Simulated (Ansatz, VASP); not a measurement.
Ni in VASP and in Ansatz

INCAR

```
SYSTEM = Ni
PREC = Accurate
ENCUT = 600
EDIFF = 1E-6
ISMEAR = 0
SIGMA = 0.1
LREAL = .FALSE.
LASPH = .TRUE.
NELM = 150
ALGO = Fast
ISIF = 3
LWAVE = .FALSE.
LCHARG = .FALSE.
ISPIN = 2
MAGMOM = 0.9 0.9
LORBIT = 11
LMAXMIX = 4
GGA = PS
IBRION = 2
NSW = 80
EDIFFG = -0.05
```

File KPOINTS:

```
Automatic mesh
0
G
  6 6 4
  0 0 0
```

POSCAR

```
Ni
1.0
    3.0711069024      0.0000000000      0.0000000000
   -1.5355534512      2.6596565952      0.0000000000
    0.0000000000      0.0000000000      5.0362375498
Ni
2
Direct
    0.3333333333      0.6666666667      0.2500000000
    0.6666666667      0.3333333333      0.7500000000
```

Input for Ansatz:

```yaml
crystal:
  lattice:
    - [3.0711069024, 0.0, 0.0]
    - [-1.5355534512, 2.6596565952, 0.0]
    - [0.0, 0.0, 5.0362375498]
  atoms:
    - { symbol: Ni, position: [0.3333333333, 0.6666666667, 0.25], spin: 0.9 }
    - { symbol: Ni, position: [0.6666666667, 0.3333333333, 0.75], spin: 0.9 }
basis:
  ecutwfc: 420
kpoints:
  mp_grid: { grid: [6, 6, 4] }
hamiltonian:
  xc: pbesol
scf:
  occupations: { method: gaussian, width: 0.1 }
output:
  forces: true
  stress: true
  eigenvalues: true
  populations: true
magnetization:
  spin_polarized: true
relax:
  adjacent_minimum: "off"
  f_tol: 0.05
  max_steps: 60
  cell: { stress_tol: 0.5 }
```

Alike in both runs: task relaxation of cell and atoms; functional PBEsol; k mesh 6 × 6 × 4; occupations gaussian, width 0.1 eV; collinear spin.

|  | VASP | Ansatz |
| --- | --- | --- |
| version | VASP 6.6.1 | Ansatz 0.2.0 |
| potentials or method | VASP PAW PBE potentials, release 64 (Ni), cutoff 600 eV | scalar-relativistic, plane waves, PAW |
| valence electrons in the cell | 20 | 36 |

|  | VASP | Ansatz | Ansatz less VASP |
| --- | --- | --- | --- |
| gap on the k mesh at the Fermi level, each at its own relaxed structure (eV) | none | none | - |
| net moment per atom (μB) | 0.65 | 0.67 | +0.017 |
| size of the moment on the site where the two differ most (μB) | 0.66 | 0.70 | +0.046 |
| relaxed volume (Å³/atom) | 10.39 | 10.40 | +0.013 |
| relaxed cell length with the largest relative difference (Å) | 4.016 | 4.018 | +0.0021 |

VASP's potentials were made for PBE, not for PBEsol. Site moments also hang on the region over which each program counts them. A gap of «none» marks a metal or a gap that the smearing closes. VASP's potentials hold 20 valence electrons a cell and Ansatz's 36, so a difference there can come from the potentials and not from the codes.

The k mesh is coarse, so the values compare programs but aren't converged. Noted on VASP's run: the volume moved by over 15 % at a fixed basis, so the end points are rough.
